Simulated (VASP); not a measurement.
# MoS2 (P6_3/mmc) in VASP: further runs

The runs below take MoS2 through single point, relaxation of cell and atoms, with PBE+D3(BJ).

Everything below comes from runs of VASP 6.6.1. Logs are shortened: lines on timing, memory, paths and dates and some standing lists are left out, and cuts for length are marked.

## (1) The cell of the first run

It takes space group P6_3/mmc (No. 194, hexagonal). Conventional cell: a = 3.149 Å, b = 3.149 Å, c = 12.090 Å, α = 90.00°, β = 90.00°, γ = 120.00°. Mo (site symmetry -6m2) has 6 S at 2.40 Å and 6 Mo at 3.15 Å within 3.2 Å. S (site symmetry 3m) has 3 Mo at 2.40 Å and 7 S at 3.13 to 3.15 Å within 3.2 Å.

## (2) Single point, PBE+D3(BJ)

Contents of INCAR:

```
SYSTEM = MoS2
  PREC = Accurate
  ENCUT = 520
  EDIFF = 1E-6
  ISMEAR = 0
  SIGMA = 0.01
  LREAL = .False.
  LASPH = .True.
  NELM = 100
  ALGO = Normal
  ISIF = 2
  LWAVE = .False.
  LCHARG = .False.
  GGA = PE
  IVDW = 12
  NBANDS = 35
```

Contents of KPOINTS:

```
regular mesh
0
Gamma
  12 12 3
  0 0 0
```

Contents of POSCAR:

```
MoS2
1.0
    3.1493245034      0.0000000000      0.0000000000
   -1.5746622517      2.7273950247      0.0000000000
    0.0000000000      0.0000000000     12.0898442518
Mo S
2 4
Direct
    0.3333333333      0.6666666667      0.2500000000
    0.6666666667      0.3333333333      0.7500000000
    0.3333333333      0.6666666667      0.6204864629
    0.6666666667      0.3333333333      0.1204864629
    0.3333333333      0.6666666667      0.8795135371
    0.6666666667      0.3333333333      0.3795135371
```

Potentials or basis: VASP PAW PBE potentials, release 64 (Mo_sv, S).

On the command line:

```sh
cat potpaw_PBE.64/Mo_sv/POTCAR potpaw_PBE.64/S/POTCAR > POTCAR
mpirun -np 1 vasp_std > vasp.out
```

OUTCAR:

```text
SYSTEM = MoS2
   PREC = Accurate
   ENCUT = 520
   EDIFF = 1E-6
   ISMEAR = 0
   LREAL = .False.
   LASPH = .True.
   NELM = 100
   ISIF = 2
   GGA = PE
   IVDW = 12
 IVDW          = 12

 ion  position               nearest neighbor table
   1  0.333  0.667  0.250-   4 2.40   6 2.40   4 2.40   6 2.40   4 2.40   6 2.40
   2  0.667  0.333  0.750-   3 2.40   5 2.40   3 2.40   5 2.40   3 2.40   5 2.40
   3  0.333  0.667  0.620-   2 2.40   2 2.40   2 2.40
   4  0.667  0.333  0.120-   1 2.40   1 2.40   1 2.40
   5  0.333  0.667  0.880-   2 2.40   2 2.40   2 2.40
   6  0.667  0.333  0.380-   1 2.40   1 2.40   1 2.40

  LATTYP: Found a hexagonal cell.
 ALAT       =     3.1493245034
 C/A-ratio  =     3.8388690142

  Lattice vectors:

 A1 = (   3.1493245034,   0.0000000000,   0.0000000000)
 A2 = (  -1.5746622517,   2.7273950247,   0.0000000000)
 A3 = (   0.0000000000,   0.0000000000,  12.0898442518)

Analysis of symmetry for initial positions (statically):
=====================================================================
 Subroutine PRICEL returns:
 Original cell was already a primitive cell.

 Routine SETGRP: Setting up the symmetry group for a
 hexagonal supercell.

 Subroutine GETGRP returns: Found 24 space group operations
 (whereof 12 operations were pure point group operations)
 out of a pool of 24 trial point group operations.

The static configuration has the point symmetry D_3d.
 The point group associated with its full space group is D_6h.

Analysis of symmetry for dynamics (positions and initial velocities):
=====================================================================
 Subroutine PRICEL returns:
 Original cell was already a primitive cell.

 Routine SETGRP: Setting up the symmetry group for a
 hexagonal supercell.

 Subroutine GETGRP returns: Found 24 space group operations
 (whereof 12 operations were pure point group operations)
 out of a pool of 24 trial point group operations.

The dynamic configuration has the point symmetry D_3d.
 The point group associated with its full space group is D_6h.

 Subroutine INISYM returns: Found 24 space group operations
 (whereof 12 operations are pure point group operations),
 and found     1 'primitive' translations

----------------------------------------------------------------------------------------

                                     Primitive cell

  volume of cell :     103.8451

  direct lattice vectors                    reciprocal lattice vectors
     3.149324503  0.000000000  0.000000000     0.317528409  0.183325113  0.000000000
    -1.574662252  2.727395025  0.000000000     0.000000000  0.366650225  0.000000000
     0.000000000  0.000000000 12.089844252     0.000000000  0.000000000  0.082714051

  length of vectors
     3.149324503  3.149324503 12.089844252     0.366650225  0.366650225  0.082714051

  position of ions in fractional coordinates (direct lattice)
     0.333333333  0.666666667  0.250000000
     0.666666667  0.333333333  0.750000000
     0.333333333  0.666666667  0.620486463
     0.666666667  0.333333333  0.120486463
     0.333333333  0.666666667  0.879513537
     0.666666667  0.333333333  0.379513537

  ion indices of the primitive-cell ions
   primitive index   ion index
                 1           1
                 2           2
                 3           3
                 4           4
                 5           5
                 6           6

----------------------------------------------------------------------------------------

 KPOINTS: regular mesh

Automatic generation of k-mesh.
 Grid dimensions read from file:
 generate k-points for:   12   12    3

 Generating k-lattice:

  Cartesian coordinates                     Fractional coordinates (reciprocal lattice)
     0.026460701  0.015277093  0.000000000     0.083333333  0.000000000  0.000000000
     0.000000000  0.030554185  0.000000000     0.000000000  0.083333333  0.000000000
     0.000000000  0.000000000  0.027571350     0.000000000  0.000000000  0.333333333

  Length of vectors
     0.030554185  0.030554185  0.027571350

  Shift w.r.t. Gamma in fractional coordinates (k-lattice)
     0.000000000  0.000000000  0.000000000

 Subroutine IBZKPT returns following result:
 ===========================================

 Found     38 irreducible k-points:

 Following reciprocal coordinates:
            Coordinates               Weight
  0.000000  0.000000  0.000000      1.000000
  0.083333 -0.000000  0.000000      6.000000
  0.166667 -0.000000  0.000000      6.000000
  0.250000 -0.000000  0.000000      6.000000
  0.333333  0.000000  0.000000      6.000000
  0.416667 -0.000000  0.000000      6.000000
[... 16 lines left out ...]
  0.250000 -0.000000  0.333333     12.000000
  0.333333  0.000000  0.333333     12.000000
 [... further k-points ...]
   k-points           NKPTS =     38   k-points in BZ     NKDIM =     38   number of bands    NBANDS=     35
   number of dos      NEDOS =    301   number of ions     NIONS =      6
   total plane-waves  NPLWV =  51840
   dimension x,y,z NGX =    24 NGY =   24 NGZ =   90
   dimension x,y,z NGXF=    48 NGYF=   48 NGZF=  180
   ions per type =               2   4
   NGX,Y,Z   is equivalent  to a cutoff of  12.67, 12.67, 12.38 a.u.
   NGXF,Y,Z  is equivalent  to a cutoff of  25.34, 25.34, 24.75 a.u.
 SYSTEM =  MoS2
   PREC   = accura    normal or accurate (medium, high low for compatibility)
   ISTART =      0    job   : 0-new  1-cont  2-samecut
   ICHARG =      2    charge: 1-file 2-atom 10-const
   ISPIN  =      1    spin polarized calculation?
   LNONCOLLINEAR =      F non collinear calculations
   LSORBIT =      F    spin-orbit coupling
   LASPH  =      T    aspherical Exc in radial PAW
   ENCUT  =  520.0 eV  38.22 Ry    6.18 a.u.   5.86  5.86 22.48*2*pi/ulx,y,z
   NELM   =    100;   NELMIN=  2; NELMDL= -5     # of ELM steps
   EDIFF  = 0.1E-05   stopping-criterion for ELM
   LREAL  =      F    real-space projection
   EDIFFG = 0.1E-04   stopping-criterion for IOM
   NSW    =      0    number of steps for IOM
   IBRION =     -1    ionic relax: 0-MD 1-quasi-New 2-CG
   NFREE  =      0    steps in history (QN), initial steepest desc. (CG)
   ISIF   =      2    stress and relaxation
   ISYM   =      2    0-nonsym 1-usesym 2-fastsym
   POTIM  = 0.5000    time-step for ionic-motion
   TEBEG  =    0.0;   TEEND  =   0.0 temperature during run
   PSTRESS=    0.0 pullay stress
   NELECT =      52.0000    total number of electrons
   NUPDOWN=      -1.0000    fix difference up-down
   EMIN   =  10.00;   EMAX   =-10.00  energy-range for DOS
   EFERMI =   0.00;   METHOD = LEGACY
   ISMEAR =     0;   SIGMA  =   0.01  broadening in eV -4-tet -1-fermi 0-gaus
   EFERMI_NEDOS =   21; number of points for ismear=-14 and -15
   IALGO  =     38    algorithm
   IMIX   =      4    mixing-type and parameters
     AMIX     =   0.40;   BMIX     =  1.00
     AMIX_MAG =   1.60;   BMIX_MAG =  1.00
  volume/ion in A,a.u.               =      17.31       116.80
  Fermi-wavevector in a.u.,A,eV,Ry     =   1.300012  2.456666 22.994256  1.690030
  Thomas-Fermi vector in A             =   2.431238
   LORBIT       =      0    0 simple, 1 ext, 2 COOP (PROOUT), +10 PAW based schemes
   GGA     = PE    functional components
   LHFCALC =     F    Hartree Fock is set to
   AEXX    =    0.0000 exact exchange contribution
   IVDW    =    12    specifies the selected vdW correction
   LEPSILON=     F    determine dielectric tensor
   LRPA    =     F    only Hartree local field effects (RPA)
 non-spin polarized calculation
 Gauss-broadening in eV      SIGMA  =   0.01
  energy-cutoff  :      520.00
  volume of cell :      103.85
 maximum number of plane-waves:      2820
 NGX is ok and might be reduce to    24
   NGX = 11   NGY = 11   NGZ = 45

 number of electron      52.0000003 magnetization

 Free energy of the ion-electron system (eV)
  ---------------------------------------------------
  ext. energy  EPLUGINS =         0.00000000
  ---------------------------------------------------
  free energy    TOTEN  =       -43.54527098 eV

  energy without entropy =      -43.54527098  energy(sigma->0) =      -43.54527098

 E-fermi :   8.0669     XC(G=0): -11.0148

 val. band max:        7.9471570212   @ k =   0.0000   0.0000   0.0000
 cond. band min:       8.7471991801   @ k =   0.1667   0.1667   0.0000
 fundamental gap:      0.8000421589
 Fermi energy:         8.0669492643

 k-point     1 :       0.0000    0.0000    0.0000
  band No.  band energies     occupation
      1     -53.5908      2.00000
      2     -53.5908      2.00000
      3     -27.7546      2.00000
      4     -27.7544      2.00000
      5     -27.5131      2.00000
      6     -27.5131      2.00000
[... 27 lines left out ...]
     34      10.4014      0.00000
     35      13.5861      0.00000

 k-point     2 :       0.0833   -0.0000    0.0000
  band No.  band energies     occupation
      1     -53.5879      2.00000
      2     -53.5879      2.00000
      3     -27.7490      2.00000
      4     -27.7489      2.00000
      5     -27.5416      2.00000
      6     -27.5416      2.00000
[... 27 lines left out ...]
     34      10.2957      0.00000
     35      14.0846      0.00000

 k-point     3 :       0.1667   -0.0000    0.0000
  band No.  band energies     occupation
      1     -53.5801      2.00000
      2     -53.5800      2.00000
      3     -27.7336      2.00000
      4     -27.7335      2.00000
      5     -27.6188      2.00000
      6     -27.6188      2.00000
[... 27 lines left out ...]
     34      10.7464      0.00000
     35      15.1030      0.00000

 k-point     4 :       0.2500   -0.0000    0.0000
  band No.  band energies     occupation
      1     -53.5693      2.00000
      2     -53.5693      2.00000
      3     -27.7228      2.00000
      4     -27.7228      2.00000
      5     -27.7126      2.00000
      6     -27.7125      2.00000
[... 27 lines left out ...]
     34      11.2309      0.00000
     35      15.3834      0.00000

 k-point     5 :       0.3333    0.0000    0.0000
  band No.  band energies     occupation
      1     -53.5585      2.00000
      2     -53.5585      2.00000
      3     -27.8251      2.00000
      4     -27.8251      2.00000
      5     -27.6915      2.00000
      6     -27.6915      2.00000
[... 638 lines left out ...]
 k-point    22 :       0.1667   -0.0000    0.3333
  band No.  band energies     occupation
      1     -53.5801      2.00000
      2     -53.5800      2.00000
      3     -27.7336      2.00000
      4     -27.7336      2.00000
      5     -27.6188      2.00000
      6     -27.6188      2.00000
[... 27 lines left out ...]
     34      10.7145      0.00000
     35      15.1729      0.00000

 k-point    23 :       0.2500   -0.0000    0.3333
  band No.  band energies     occupation
      1     -53.5693      2.00000
      2     -53.5693      2.00000
      3     -27.7228      2.00000
      4     -27.7228      2.00000
      5     -27.7126      2.00000
      6     -27.7126      2.00000
[... 27 lines left out ...]
     34      11.1667      0.00000
     35      15.2860      0.00000

 k-point    24 :       0.3333    0.0000    0.3333
  band No.  band energies     occupation
      1     -53.5585      2.00000
      2     -53.5585      2.00000
      3     -27.8251      2.00000
      4     -27.8251      2.00000
      5     -27.6915      2.00000
      6     -27.6915      2.00000
[... 27 lines left out ...]
     34      11.4948      0.00000
     35      14.5173      0.00000

 [... further k-points ...]

------------------------ aborting loop because EDIFF is reached ----------------------------------------

 Edisp (eV)   -2.62511

 E8    (eV) :    -1.0585

  FORCE on cell =-STRESS in cart. coord.  units (eV):
  Direction    XX          YY          ZZ          XY          YZ          ZX
  --------------------------------------------------------------------------------------
  -------------------------------------------------------------------------------------
  Total      -0.08306    -0.08306    -0.12105     0.00000     0.00000     0.00000
  in kB      -1.28155    -1.28155    -1.86762     0.00000     0.00000     0.00000
  external pressure =       -1.48 kB  Pullay stress =        0.00 kB

 VOLUME and BASIS-vectors are now :
 -----------------------------------------------------------------------------
  energy-cutoff  :      520.00
  volume of cell :      103.85
      direct lattice vectors                 reciprocal lattice vectors
     3.149324503  0.000000000  0.000000000     0.317528409  0.183325113  0.000000000
    -1.574662252  2.727395025  0.000000000     0.000000000  0.366650225  0.000000000
     0.000000000  0.000000000 12.089844252     0.000000000  0.000000000  0.082714051

 POSITION                                       TOTAL-FORCE (eV/Angst)
 -----------------------------------------------------------------------------------
     -0.00000      1.81826      3.02246         0.000000      0.000000      0.000000
      1.57466      0.90913      9.06738        -0.000000     -0.000000      0.000000
     -0.00000      1.81826      7.50158         0.000000      0.000000      0.012778
      1.57466      0.90913      1.45666         0.000000     -0.000000      0.012778
     -0.00000      1.81826     10.63318         0.000000      0.000000     -0.012778
      1.57466      0.90913      4.58826        -0.000000     -0.000000     -0.012778
 -----------------------------------------------------------------------------------
    total drift:                               -0.000000      0.000000     -0.000000

  FREE ENERGIE OF THE ION-ELECTRON SYSTEM (eV)
  ---------------------------------------------------
  free  energy   TOTEN  =       -46.1703836610 eV

  energy  without entropy=      -46.1703836610  energy(sigma->0) =      -46.17038366
```

Run time: 78 s. Hardware: 1 thread of Intel Xeon Platinum 8488C (Sapphire Rapids), shared host; peak memory 0.28 GiB.

What came out:

- Free energy: -46.1704 eV
- Pressure: -0.1 GPa
- Largest force: 0.013 eV/Å
- Band gap on the k mesh: 0.80 eV, indirect (least direct gap 1.70 eV)
- Dispersion energy per atom: -0.438 eV

Forces in eV/Å, atoms in the order of the input:
```
Mo   0.000  0.000  0.000
Mo   0.000  0.000  0.000
S    0.000  0.000  0.013
S    0.000  0.000  0.013
S    0.000  0.000 -0.013
S    0.000  0.000 -0.013
```

A k mesh can miss the band edges. Expect the measured gap to be larger: semilocal functionals such as PBE lack the derivative discontinuity.

## (3) Relaxation of cell and atoms, PBE+D3(BJ)

This run uses another cell than the first one, of 17.73 Å³/atom, 1.025 times its volume.

Contents of INCAR:

```
ALGO = Normal ; EDIFF = 1E-6
EDIFFG = -0.003 ; ENCUT = 600
GGA = PE ; IBRION = 2
ISIF = 3 ; ISMEAR = 0
IVDW = 12 ; LASPH = True
LCHARG = False ; LREAL = False
LWAVE = False ; NELM = 100
NSW = 100 ; PREC = Accurate
SIGMA = 0.01
```

Contents of KPOINTS:

```
k-points
0
Gamma
  12 12 3
```

Contents of POSCAR:

```
MoS2
1.0
    3.1610000000      0.0000000000      0.0000000000
   -1.5805000000      2.7375063014      0.0000000000
    0.0000000000      0.0000000000     12.2950000000
Mo S
2 4
Direct
    0.3333333333      0.6666666667      0.2500000000
    0.6666666667      0.3333333333      0.7500000000
    0.3333333333      0.6666666667      0.6275000000
    0.6666666667      0.3333333333      0.1275000000
    0.3333333333      0.6666666667      0.8725000000
    0.6666666667      0.3333333333      0.3725000000
```

Potentials or basis: VASP PAW PBE potentials, release 64 (Mo_sv, S).

On the command line:

```sh
cat potpaw_PBE.64/Mo_sv/POTCAR potpaw_PBE.64/S/POTCAR > POTCAR
mpirun -np 1 vasp_std > vasp.out
```

Run time: 18 min. Hardware: 1 thread of Intel Xeon Platinum 8488C (Sapphire Rapids), shared host; peak memory 0.35 GiB.

The run converged. Its results:

```
Free energy                            : -46.1728 eV
Relaxed volume                         : 17.30 Å³/atom
Relaxed cell                           : a = 3.149 Å, b = 3.149 Å, c = 12.088 Å, α = 90.00°, β = 90.00°, γ = 120.00°
Space group after relaxing (to 0.05 Å) : P6_3/mmc (No. 194)
Energy gained by relaxing              : 24.0 meV/atom
Ionic steps                            : 14
Pressure after relaxing                : 0.0 GPa
Band gap on the k mesh                 : 0.80 eV, indirect (least direct gap 1.71 eV)
Dispersion energy per atom             : -0.438 eV
```

Step by step:
| step | energy change (eV) | largest force (eV/Å) | pressure (GPa) | volume (Å³) |
| --- | --- | --- | --- | --- |
| 1 | 0.0000 | 1.1995 | 4.77 | 106.39 |
| 2 | 0.2482 | 1.4628 | -10.84 | 114.68 |
| 3 | -0.1055 | 0.1341 | -1.59 | 109.20 |
| 4 | -0.1057 | 0.1713 | -1.36 | 109.09 |
| 5 | -0.1216 | 0.0981 | -0.16 | 107.40 |
| 6 | -0.1216 | 0.0942 | -0.10 | 107.31 |
| 7 | -0.1253 | 0.0915 | -0.08 | 106.95 |
| 8 | -0.1347 | 0.0830 | 0.02 | 105.87 |
| 9 | -0.1433 | 0.0648 | 0.40 | 103.69 |
| 10 | -0.1260 | 0.3794 | -2.64 | 104.70 |
| 11 | -0.1437 | 0.0034 | -0.03 | 103.83 |
| 12 | -0.1437 | 0.0051 | -0.04 | 103.82 |
| 13 | -0.1437 | 0.0049 | 0.03 | 103.73 |
| 14 | -0.1437 | 0.0013 | 0.00 | 103.79 |

Final structure:
```yaml
crystal:
  lattice:
    - [3.14868, 0.00000, 0.00000]
    - [-1.57434, 2.72684, 0.00000]
    - [0.00000, 0.00000, 12.08828]
  atoms:
    - { symbol: Mo, position: [0.33333, 0.66667, 0.25000] }
    - { symbol: Mo, position: [0.66667, 0.33333, 0.75000] }
    - { symbol: S, position: [0.33333, 0.66667, 0.62052] }
    - { symbol: S, position: [0.66667, 0.33333, 0.12052] }
    - { symbol: S, position: [0.33333, 0.66667, 0.87948] }
    - { symbol: S, position: [0.66667, 0.33333, 0.37948] }
```

Levels at points of the mesh, in eV from the valence-band top:
```tsv
k point	band 23	band 24	band 25	band 26	band 27	band 28	band 29	band 30
(0.00, 0.00, 0.00)	-2.15	-1.27	-1.11	0.00	2.09	2.09	2.13	2.13
(0.50, 0.00, 0.00)	-1.78	-1.52	-1.49	-1.33	1.62	1.68	2.00	2.31
```
